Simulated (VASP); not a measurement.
ZnS, 2 atoms in the cell. The structure is cubic, space group F-43m (No. 216). The conventional cell has a = 5.279 Å, b = 5.279 Å, c = 5.279 Å, α = 90.00°, β = 90.00°, γ = 90.00°. Zn (site symmetry -43m) has 4 S at 2.29 Å within 3.0 Å. Within 3.0 Å of S (site symmetry -43m) lie 4 Zn at 2.29 Å. 

| Property | Result |
| --- | --- |
| Program | VASP 6.6.1 |
| Task | single point |
| Functional | r2SCAN |
| Potentials or basis | VASP PAW PBE potentials, release 64 (Zn, S) |
| Cutoff | 520 eV |
| k mesh | 8 × 8 × 8 |
| Occupations | gaussian, width 0.02 eV |
| Spin | no spin polarisation |
| Dipole correction | no |
| Further INCAR settings | ALGO = Normal; EDIFF = 1e-07; NBANDS = 16 |

Potentials or basis: VASP PAW PBE potentials, release 64 (Zn, S).

Command:

```console
$ cat potpaw_PBE.64/Zn/POTCAR potpaw_PBE.64/S/POTCAR > POTCAR
$ cp INCAR.step1 INCAR
$ mpirun -np 1 vasp_std > vasp.out
$ cp INCAR.step2 INCAR
$ mpirun -np 1 vasp_std > vasp.out
```

Hardware: 1 thread of Intel(R) Xeon(R) Platinum 8488C (Sapphire Rapids) (shared host).

**Question.** How long does it take, and how much memory?

**Answer.** Wall time 58 s on 1 thread of Intel(R) Xeon(R) Platinum 8488C (Sapphire Rapids) (shared host), peak memory 0.16 GiB. Counts: k points 29.
